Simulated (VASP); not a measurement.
Input of a VASP 6.6.1 run:

File POSCAR:

```
Ir
1.0
    0.0000000000      1.8621090000      1.8909045000
    1.8621090000      0.0000000000      1.8909045000
    1.8621090000      1.8621090000      0.0000000000
Ir
1
Direct
    0.0000000000      0.0000000000      0.0000000000
```

The input INCAR.step1:

```
SYSTEM = Ir
PREC = Accurate ; ENCUT = 520
ISMEAR = 0 ; SIGMA = 0.15
LREAL = .False. ; LASPH = .True.
NELM = 80 ; NBANDS = 10
GGA = PE ; ALGO = Normal
EDIFF = 1E-4 ; LWAVE = .True.
LCHARG = .False.
```

The input INCAR.step2:

```
SYSTEM = Ir
PREC = Accurate ; ENCUT = 520
EDIFF = 1E-6 ; ISMEAR = 0
SIGMA = 0.15 ; LREAL = .False.
LASPH = .True. ; NELM = 80
ALGO = Normal ; ISIF = 2
LWAVE = .False. ; LCHARG = .True.
METAGGA = R2SCAN ; LMIXTAU = .True.
LELF = .True. ; LVHAR = .True.
NBANDS = 10 ; ISTART = 1
```

KPOINTS

```
Automatic mesh
0
Gamma
  22 22 22
  0 0 0
```

Potentials or basis: VASP PAW PBE potentials, release 64 (Ir).

Run with:

```console
$ cat potpaw_PBE.64/Ir/POTCAR > POTCAR
$ cp INCAR.step1 INCAR
$ mpirun -np 1 vasp_std > vasp.out
$ cp INCAR.step2 INCAR
$ mpirun -np 1 vasp_std > vasp.out
```

Problem. Estimate the pressure.

Solution. 40.9 GPa.

Stress tensor (GPa, compression positive):
```
43.33  0.00  0.00
 0.00 43.33  0.00
 0.00  0.00 36.04
```

Caveat: the cell differs from its parent crystal (strain -0.030 along x and y, -0.015 along z); the PAW data sets were made with another functional, which shifts forces and pressure a little.
